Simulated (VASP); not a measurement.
Set up this calculation in VASP 6.6.1, as the native input.

| Property | Result |
| --- | --- |
| Task | single point |
| Functional | PBE |
| Potentials or basis | VASP PAW PBE potentials, release 64 (W_sv, C) |
| Cutoff | 520 eV |
| k mesh | 18 × 18 × 16 |
| Occupations | gaussian, width 0.15 eV |
| Spin | no spin polarisation |
| Dipole correction | no |
| Further INCAR settings | ALGO = Normal; EDIFF = 1e-06; NBANDS = 16 |

The structure of WC lies in POSCAR:

```
WC
1.0
    3.1325415509      0.0000000000      0.0000000000
   -1.5662707754      2.7128605615      0.0000000000
    0.0000000000      0.0000000000      2.9421600000
W C
1 1
Direct
    0.0000000000      0.0000000000      0.0000000000
    0.6666666667      0.3333333333      0.5000000000
```

This cell differs from its parent crystal: strain +0.080 along x and y, +0.040 along z.

These files were run (other wordings do the same):

INCAR

```
PREC = Accurate ; ENCUT = 520
EDIFF = 1E-6 ; ISMEAR = 0
SIGMA = 0.15 ; LREAL = F
LASPH = T ; NELM = 60
ALGO = Normal ; ISIF = 2
LWAVE = F ; LCHARG = T
GGA = PE ; LELF = T
LVHAR = T ; NBANDS = 16
```

KPOINTS

```
regular mesh
0
Gamma
  18 18 16
```

Potentials or basis: VASP PAW PBE potentials, release 64 (W_sv, C).

The run is started by

```sh
$ cat potpaw_PBE.64/W_sv/POTCAR potpaw_PBE.64/C/POTCAR > POTCAR
$ mpirun -np 1 vasp_std > vasp.out
```

It gave:

```yaml
Pressure: -44.0 GPa
Band_gap_on_the_k_mesh: zero (band 9 reaches 9.37 eV, above the bottom of band 10 at 8.22 eV)
```

Caveat: the cell differs from its parent crystal (strain +0.080 along x and y, +0.040 along z); spin-orbit coupling is left out, which moves the levels of the heavy elements.

It took 3.7 min on 1 thread of AMD EPYC 7571, with other jobs on the host, peak memory 0.21 GiB.
